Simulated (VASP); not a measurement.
CaF: single point with PBE

CaF:

```
CELL_PARAMETERS angstrom
1.65025 -4.05684 0.00000
1.65025 4.05684 0.00000
0.00000 0.00000 3.45776
ATOMIC_POSITIONS crystal
Ca 0.00000 0.00000 0.50000
F 0.50000 0.50000 0.00000
```

```
Program                : VASP 6.6.1
Task                   : single point
Functional             : PBE
Potentials or basis    : VASP PAW PBE potentials, release 64 (Ca_sv, F)
Cutoff                 : 600 eV
k mesh                 : 6 × 6 × 6
Occupations            : gaussian, width 0.1 eV
Spin                   : collinear spin, ferromagnetic start
Starting moments       : [0.0, 1.0] μB
Dipole correction      : no
Further INCAR settings : ALGO = Normal; EDIFF = 1e-06; NBANDS = 20
```

The pressure is 0.0 GPa and the net moment is -0.08 μB per cell. The valence electrons inside the program's atomic spheres are Ca 8.10; F 6.09.

Stress tensor (GPa, compression positive):
```
 0.15  0.00  0.00
 0.00  0.02  0.00
 0.00  0.00 -0.14
```

Levels at points of the mesh, in eV from the Fermi level:
Spin up:
| k point | band 5 | band 6 | band 7 | band 8 | band 9 | band 10 | band 11 | band 12 |
| --- | --- | --- | --- | --- | --- | --- | --- | --- |
| (0.00, 0.00, 0.00) | -23.82 | -7.61 | -7.49 | -7.27 | -2.53 | 0.05 | 1.91 | 2.84 |
| (0.50, 0.00, 0.00) | -23.53 | -8.66 | -8.23 | -7.41 | 0.32 | 1.74 | 2.40 | 2.81 |
| (0.50, 0.50, 0.00) | -23.83 | -7.60 | -7.57 | -7.50 | -0.01 | 0.00 | 1.41 | 2.59 |
| (0.00, 0.00, 0.50) | -23.40 | -8.66 | -8.02 | -7.32 | -0.42 | 1.67 | 2.08 | 2.28 |
| (0.50, 0.00, 0.50) | -23.79 | -7.90 | -7.85 | -7.17 | 0.48 | 1.14 | 2.68 | 2.79 |
| (0.50, 0.50, 0.50) | -23.40 | -8.62 | -8.03 | -7.57 | 0.93 | 1.39 | 1.82 | 3.26 |
Spin down:
| k point | band 7 | band 8 | band 9 | band 10 | band 11 | band 12 |
| --- | --- | --- | --- | --- | --- | --- |
| (0.00, 0.00, 0.00) | -7.50 | -7.29 | -2.66 | 0.04 | 1.89 | 2.80 |
| (0.50, 0.00, 0.00) | -8.23 | -7.43 | 0.22 | 1.60 | 2.37 | 2.78 |
| (0.50, 0.50, 0.00) | -7.59 | -7.51 | -0.16 | -0.02 | 1.40 | 2.56 |
| (0.00, 0.00, 0.50) | -8.02 | -7.34 | -0.55 | 1.58 | 2.06 | 2.26 |
| (0.50, 0.00, 0.50) | -7.86 | -7.20 | 0.40 | 1.11 | 2.68 | 2.75 |
| (0.50, 0.50, 0.50) | -8.03 | -7.59 | 0.87 | 1.22 | 1.80 | 3.22 |

Run time: 54 s on 1 thread of Intel(R) Xeon(R) 6975P-C (Granite Rapids) (shared host), peak memory 0.26 GiB.
